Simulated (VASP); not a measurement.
# GaSb3 (Cmmm) in VASP: relaxation of cell and atoms with PBE

Aim: the relaxation of cell and atoms of GaSb3 with PBE.

Program: VASP 6.6.1. These are calculated values, not measurements. Logs are shortened: lines on timing, memory, paths and dates and some standing lists are left out, and cuts for length are marked.

## 1. The cell of the first run

The structure is orthorhombic, space group Cmmm (No. 65). The conventional cell has a = 6.288 Å, b = 6.428 Å, c = 6.620 Å, α = 90.00°, β = 90.00°, γ = 90.00°. Ga (site symmetry mmm) has 8 Sb at 3.14 to 3.63 Å within 4.1 Å. Sb (site symmetry m2m) has 6 Sb at 2.96 to 3.74 Å and 2 Ga at 3.63 Å within 3.9 Å. Within 4.1 Å of Sb (site symmetry mmm) lie 4 Ga at 3.14 to 3.21 Å and 4 Sb at 3.74 Å.

The cell was generated, and may not be a known phase.

## 2. Relaxation of cell and atoms, PBE

INCAR reads:

```
SYSTEM = GaSb3
PREC = Accurate
ENCUT = 500
EDIFF = 1E-7
ISMEAR = 0
SIGMA = 0.1
LREAL = .FALSE.
LASPH = .TRUE.
NELM = 120
ALGO = Normal
ISIF = 3
LWAVE = .FALSE.
LCHARG = .FALSE.
GGA = PE
IBRION = 2
NSW = 90
EDIFFG = -0.04
GGA_COMPAT = .FALSE.
NELMIN = 4
```

KPOINTS reads:

```
Automatic mesh
0
G
  4 4 4
  0 0 0
```

POSCAR reads:

```
GaSb3
1.0
    3.1437581100     -3.2138162800      0.0000000000
    3.1437581100      3.2138162800      0.0000000000
    0.0000000000      0.0000000000      6.6203402600
Ga Sb
1 3
Direct
    0.5000000000      0.5000000000      0.0000000000
    0.7301653000      0.2698347000      0.5000000000
    0.2698347000      0.7301653000      0.5000000000
    0.0000000000      0.0000000000      0.0000000000
```

Potentials or basis: VASP PAW PBE potentials, release 64 (Ga_d, Sb_d_GW).

Launch:

```bash
$ cat potpaw_PBE.64/Ga_d/POTCAR potpaw_PBE.64/Sb_d_GW/POTCAR > POTCAR
$ mpirun -np 1 vasp_std > vasp.out
```

OUTCAR:

```text
SYSTEM = GaSb3
   PREC = Accurate
   ENCUT = 500
   EDIFF = 1E-7
   ISMEAR = 0
   LREAL = .FALSE.
   LASPH = .TRUE.
   NELM = 120
   ISIF = 3
   GGA = PE
   IBRION = 2
   NSW = 90
   EDIFFG = -0.04
   NELMIN = 4

 ion  position               nearest neighbor table
   1  0.500  0.500  0.000-   4 3.14   4 3.14
   2  0.730  0.270  0.500-   3 2.96   3 3.15   3 3.15
   3  0.270  0.730  0.500-   2 2.96   2 3.15   2 3.15
   4  0.000  0.000  0.000-   1 3.14   1 3.14

  LATTYP: Found a base centered orthorhombic cell.
 ALAT       =     6.2875162200
 B/A-ratio  =     1.0222848475
 C/A-ratio  =     1.0529341044

  Lattice vectors:

 A1 = (   3.1437581100,  -3.2138162800,   0.0000000000)
 A2 = (   3.1437581100,   3.2138162800,   0.0000000000)
 A3 = (   0.0000000000,   0.0000000000,   6.6203402600)

Analysis of symmetry for initial positions (statically):
=====================================================================
 Subroutine PRICEL returns:
 Original cell was already a primitive cell.

 Routine SETGRP: Setting up the symmetry group for a
 base centered orthorhombic supercell.

 Subroutine GETGRP returns: Found  8 space group operations
 (whereof  8 operations were pure point group operations)
 out of a pool of  8 trial point group operations.

The static configuration has the point symmetry D_2h.

Analysis of symmetry for dynamics (positions and initial velocities):
=====================================================================
 Subroutine PRICEL returns:
 Original cell was already a primitive cell.

 Routine SETGRP: Setting up the symmetry group for a
 base centered orthorhombic supercell.

 Subroutine GETGRP returns: Found  8 space group operations
 (whereof  8 operations were pure point group operations)
 out of a pool of  8 trial point group operations.

The dynamic configuration has the point symmetry D_2h.

 Subroutine INISYM returns: Found  8 space group operations
 (whereof  8 operations are pure point group operations),
 and found     1 'primitive' translations

----------------------------------------------------------------------------------------

                                     Primitive cell

  volume of cell :     133.7767

  direct lattice vectors                    reciprocal lattice vectors
     3.143758110 -3.213816280  0.000000000     0.159045315 -0.155578277  0.000000000
     3.143758110  3.213816280  0.000000000     0.159045315  0.155578277  0.000000000
     0.000000000  0.000000000  6.620340260     0.000000000  0.000000000  0.151049638

  length of vectors
     4.495756904  4.495756904  6.620340260     0.222485983  0.222485983  0.151049638

  position of ions in fractional coordinates (direct lattice)
     0.500000000  0.500000000  0.000000000
     0.730165300  0.269834700  0.500000000
     0.269834700  0.730165300  0.500000000
     0.000000000  0.000000000  0.000000000

  ion indices of the primitive-cell ions
   primitive index   ion index
                 1           1
                 2           2
                 3           3
                 4           4

----------------------------------------------------------------------------------------

 KPOINTS: Automatic mesh

Automatic generation of k-mesh.
 Grid dimensions read from file:
 generate k-points for:    4    4    4

 Generating k-lattice:

  Cartesian coordinates                     Fractional coordinates (reciprocal lattice)
     0.039761329 -0.038894569  0.000000000     0.250000000  0.000000000  0.000000000
     0.039761329  0.038894569  0.000000000     0.000000000  0.250000000  0.000000000
     0.000000000  0.000000000  0.037762410     0.000000000  0.000000000  0.250000000

  Length of vectors
     0.055621496  0.055621496  0.037762410

  Shift w.r.t. Gamma in fractional coordinates (k-lattice)
     0.000000000  0.000000000  0.000000000

 Subroutine IBZKPT returns following result:
 ===========================================

 Found     21 irreducible k-points:

 Following reciprocal coordinates:
            Coordinates               Weight
  0.000000  0.000000  0.000000      1.000000
  0.250000  0.000000  0.000000      4.000000
  0.500000  0.000000  0.000000      2.000000
  0.250000  0.250000  0.000000      2.000000
  0.500000  0.250000  0.000000      4.000000
 -0.250000  0.250000  0.000000      2.000000
[... 13 lines left out ...]
 -0.250000  0.250000  0.500000      2.000000
  0.500000  0.500000  0.500000      1.000000
   k-points           NKPTS =     21   k-points in BZ     NKDIM =     21   number of bands    NBANDS=     34
   number of dos      NEDOS =    301   number of ions     NIONS =      4
   total plane-waves  NPLWV =  62208
   dimension x,y,z NGX =    36 NGY =   36 NGZ =   48
   dimension x,y,z NGXF=    72 NGYF=   72 NGZF=   96
   ions per type =               1   3
   NGX,Y,Z   is equivalent  to a cutoff of  13.31, 13.31, 12.05 a.u.
   NGXF,Y,Z  is equivalent  to a cutoff of  26.62, 26.62, 24.11 a.u.
 SYSTEM =  GaSb3
   PREC   = accura    normal or accurate (medium, high low for compatibility)
   ISTART =      0    job   : 0-new  1-cont  2-samecut
   ICHARG =      2    charge: 1-file 2-atom 10-const
   ISPIN  =      1    spin polarized calculation?
   LNONCOLLINEAR =      F non collinear calculations
   LSORBIT =      F    spin-orbit coupling
   LASPH  =      T    aspherical Exc in radial PAW
   ENCUT  =  500.0 eV  36.75 Ry    6.06 a.u.   8.20  8.20 12.07*2*pi/ulx,y,z
   NELM   =    120;   NELMIN=  4; NELMDL= -5     # of ELM steps
   EDIFF  = 0.1E-06   stopping-criterion for ELM
   LREAL  =      F    real-space projection
   EDIFFG = -.4E-01   stopping-criterion for IOM
   NSW    =     90    number of steps for IOM
   IBRION =      2    ionic relax: 0-MD 1-quasi-New 2-CG
   NFREE  =      1    steps in history (QN), initial steepest desc. (CG)
   ISIF   =      3    stress and relaxation
   ISYM   =      2    0-nonsym 1-usesym 2-fastsym
   POTIM  = 0.5000    time-step for ionic-motion
   TEBEG  =    0.0;   TEEND  =   0.0 temperature during run
   PSTRESS=    0.0 pullay stress
   NELECT =      58.0000    total number of electrons
   NUPDOWN=      -1.0000    fix difference up-down
   EMIN   =  10.00;   EMAX   =-10.00  energy-range for DOS
   EFERMI =   0.00;   METHOD = LEGACY
   ISMEAR =     0;   SIGMA  =   0.10  broadening in eV -4-tet -1-fermi 0-gaus
   EFERMI_NEDOS =   21; number of points for ismear=-14 and -15
   IALGO  =     38    algorithm
   IMIX   =      4    mixing-type and parameters
     AMIX     =   0.40;   BMIX     =  1.00
     AMIX_MAG =   1.60;   BMIX_MAG =  1.00
  volume/ion in A,a.u.               =      33.44       225.69
  Fermi-wavevector in a.u.,A,eV,Ry     =   1.239055  2.341475 20.888452  1.535258
  Thomas-Fermi vector in A             =   2.373555
   LORBIT       =      0    0 simple, 1 ext, 2 COOP (PROOUT), +10 PAW based schemes
   GGA     = PE    functional components
   LHFCALC =     F    Hartree Fock is set to
   AEXX    =    0.0000 exact exchange contribution
   IVDW    =     0    specifies the selected vdW correction
   LEPSILON=     F    determine dielectric tensor
   LRPA    =     F    only Hartree local field effects (RPA)
 conjugate gradient relaxation of ions
 non-spin polarized calculation
 Gauss-broadening in eV      SIGMA  =   0.10
  energy-cutoff  :      500.00
  volume of cell :      133.78
 maximum number of plane-waves:      3417
 NGX is ok and might be reduce to    36
   NGX = 17   NGY = 17   NGZ = 25

--------------------------------------- Ionic step        1  -------------------------------------------

 number of electron      57.9999988 magnetization

 Free energy of the ion-electron system (eV)
  ---------------------------------------------------
  ext. energy  EPLUGINS =         0.00000000
  ---------------------------------------------------
  free energy    TOTEN  =       -14.20330529 eV

  energy without entropy =      -14.18478850  energy(sigma->0) =      -14.19404690

 E-fermi :   3.2809     XC(G=0):  -9.2447

 val. band max:        3.2591393135   @ k =   0.2500   0.0000   0.5000
 cond. band min:       3.2889291988   @ k =   0.2500   0.2500   0.0000
 fundamental gap:      0.0297898853
 Fermi energy:         3.2809138289

 k-point     1 :       0.0000    0.0000    0.0000
  band No.  band energies     occupation
      1     -25.7223      2.00000
      2     -25.6798      2.00000
      3     -25.6725      2.00000
      4     -25.6557      2.00000
      5     -25.6482      2.00000
      6     -25.6447      2.00000
[... 864 lines left out ...]
 POSITION                                       TOTAL-FORCE (eV/Angst)
 -----------------------------------------------------------------------------------
      3.02305      0.00000      0.00000         0.000000      0.000000      0.000000
      3.02305     -1.36851      3.04664        -0.000000     -0.794189      0.000000
      3.02305      1.36851      3.04664        -0.000000      0.794189      0.000000
      0.00000      0.00000      0.00000        -0.000000      0.000000      0.000000
 -----------------------------------------------------------------------------------
    total drift:                               -0.000000     -0.000000      0.000000

  FREE ENERGIE OF THE ION-ELECTRON SYSTEM (eV)
  ---------------------------------------------------
  free  energy   TOTEN  =       -14.7659001224 eV

  energy  without entropy=      -14.7586269593  energy(sigma->0) =      -14.76226354

[... ionic steps 4 to 7 ...]

--------------------------------------- Ionic step        8  -------------------------------------------

 number of electron      58.0000000 magnetization

------------------------ aborting loop because EDIFF is reached ----------------------------------------

  FORCE on cell =-STRESS in cart. coord.  units (eV):
  Direction    XX          YY          ZZ          XY          YZ          ZX
  --------------------------------------------------------------------------------------
  -------------------------------------------------------------------------------------
  Total       -0.0270226      0.0573652     -0.2517199      0.0000000      0.0000000      0.0000000
  in kB       -0.4020160      0.8534246     -3.7448461      0.0000000      0.0000000      0.0000000
  external PRESSURE =      -1.0978125 kB  Pullay stress =       0.0000000 kB

 VOLUME and BASIS-vectors are now :
 -----------------------------------------------------------------------------
  energy-cutoff  :      500.00
  volume of cell :      107.69
      direct lattice vectors                 reciprocal lattice vectors
     3.057734360 -3.122897733  0.000000000     0.163519764 -0.160107709  0.000000000
     3.057734360  3.122897733  0.000000000     0.163519764  0.160107709  0.000000000
     0.000000000  0.000000000  5.639058076     0.000000000  0.000000000  0.177334581
[... 39 lines left out ...]
 POSITION                                       TOTAL-FORCE (eV/Angst)
 -----------------------------------------------------------------------------------
      3.07048      0.00000      0.00000         0.000000      0.000000      0.000000
      3.07048     -1.50627      2.80364        -0.000000     -0.008030      0.000000
      3.07048      1.50627      2.80364        -0.000000      0.008030     -0.000000
      0.00000      0.00000      0.00000        -0.000000      0.000000      0.000000
 -----------------------------------------------------------------------------------
    total drift:                                0.000000      0.000000      0.000000

  FREE ENERGIE OF THE ION-ELECTRON SYSTEM (eV)
  ---------------------------------------------------
  free  energy   TOTEN  =       -14.9604488154 eV

  energy  without entropy=      -14.9437963832  energy(sigma->0) =      -14.95212260

--------------------------------------- Ionic step       10  -------------------------------------------

 number of electron      57.9999985 magnetization

 Free energy of the ion-electron system (eV)
  ---------------------------------------------------
  ext. energy  EPLUGINS =         0.00000000
  ---------------------------------------------------
  free energy    TOTEN  =       -14.96175735 eV

  energy without entropy =      -14.94639305  energy(sigma->0) =      -14.95407520

 E-fermi :   5.2839     XC(G=0): -10.2705

 val. band max:        5.2615047489   @ k =   0.2500   0.0000   0.2500
 cond. band min:       5.3122506929   @ k =   0.0000   0.0000   0.5000
 fundamental gap:      0.0507459440
 Fermi energy:         5.2839348550

 k-point     1 :       0.0000    0.0000    0.0000
  band No.  band energies     occupation
      1     -23.9259      2.00000
      2     -23.8426      2.00000
      3     -23.8336      2.00000
      4     -23.8196      2.00000
      5     -23.8195      2.00000
      6     -23.7908      2.00000
[... 788 lines left out ...]
 POSITION                                       TOTAL-FORCE (eV/Angst)
 -----------------------------------------------------------------------------------
      3.06984      0.00000      0.00000        -0.000000      0.000000      0.000000
      3.06984     -1.51603      2.79166         0.000000      0.027885      0.000000
      3.06984      1.51603      2.79166         0.000000     -0.027885     -0.000000
      3.06984     -3.13345      0.00000         0.000000      0.000000      0.000000
 -----------------------------------------------------------------------------------
    total drift:                                0.000000     -0.000000      0.000000

  FREE ENERGIE OF THE ION-ELECTRON SYSTEM (eV)
  ---------------------------------------------------
  free  energy   TOTEN  =       -14.9617573545 eV

  energy  without entropy=      -14.9463930490  energy(sigma->0) =      -14.95407520

 reached required accuracy - stopping structural energy minimisation
```

Run time: 8.3 min. Hardware: 1 thread of Intel Xeon 6975P-C (Granite Rapids), shared host; peak memory 0.31 GiB.

What came out:

```yaml
Free_energy: -14.9618 eV
Relaxed_volume: 26.85 Å³/atom
Relaxed_cell: a = 4.387 Å, b = 4.387 Å, c = 5.583 Å, α = 90.00°, β = 90.00°, γ = 91.17°
Space_group_after_relaxing_to_0.1_Å: Cmmm (No. 65)
Energy_gained_by_relaxing: 189.6 meV/atom
Ionic_steps: 10
Pressure_after_relaxing: 0.0 GPa
Largest_force_after_relaxing: 0.028 eV/Å
Band_gap_on_the_k_mesh: zero (bands 29 and 30 overlap by 3.15 eV)
```

Forces in eV/Å, atoms in the order of the input:
```
Ga   0.000  0.000  0.000
Sb   0.000  0.028  0.000
Sb   0.000 -0.028  0.000
Sb   0.000  0.000  0.000
```

Step by step:
```csv
step,energy change (eV),largest force (eV/Å),pressure (GPa),volume (Å³)
1,0.0000,0.3067,-5.77,133.78
2,-0.5605,0.7236,-0.29,111.74
3,-0.5626,0.7942,0.19,110.69
4,-0.7112,0.3381,0.98,106.68
5,-0.7307,0.2261,1.80,104.31
6,-0.7510,0.0610,-0.77,109.06
7,-0.7537,0.0954,-0.14,107.80
8,-0.7558,0.0651,-0.11,107.69
9,-0.7571,0.0080,-0.02,107.53
10,-0.7585,0.0279,0.04,107.41
```

Final structure:
```
CELL_PARAMETERS angstrom
3.06984 -3.13345 0.00000
3.06984 3.13345 0.00000
0.00000 0.00000 5.58332
ATOMIC_POSITIONS crystal
Ga 0.50000 0.50000 0.00000
Sb 0.74191 0.25809 0.50000
Sb 0.25809 0.74191 0.50000
Sb 0.00000 0.00000 0.00000
```

Caveat: the volume moved by over 15 % at a fixed basis, so the end points are rough; spin-orbit coupling is left out, which moves the levels of the heavy elements.

The gap in the log of VASP goes by the Fermi energy; the results here count the filled bands.